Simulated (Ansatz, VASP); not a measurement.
# In: VASP beside Ansatz

```
In
1.0
     5.31513    0.00000    0.00000
    -2.65757    4.60304    0.00000
     0.00000    0.00000    3.30229
In
3
Direct
  0.00000 0.00000 0.00000
  0.33333 0.66667 0.50000
  0.66667 0.33333 0.50000
```

Alike in both runs: task single point; functional RPBE; k mesh 8 × 8 × 11; occupations fermi-dirac, width 0.1 eV; no spin polarisation.

|  | VASP | Ansatz |
| --- | --- | --- |
| version | VASP 6.6.1 | Ansatz 0.2.0 |
| potentials or method | VASP PAW PBE potentials, release 64 (In_d), cutoff 520 eV | plane waves (420 eV) with PAW, scalar-relativistic |
| valence electrons in the cell | 39 | 39 |

Ansatz gave:

| Quantity | Value |
| --- | --- |
| pressure (GPa) | 3.1 |
| traceless stress, the component that is largest in VASP (GPa) | -0.29 |

Question: Estimate VASP's values.

Answer: Pressure (GPa): 3.0; traceless stress, the component that is largest in VASP (GPa): -0.30.

VASP's potentials were made for PBE, not for RPBE. The functional is the same, so the differences come from potentials, cutoffs and numerics.
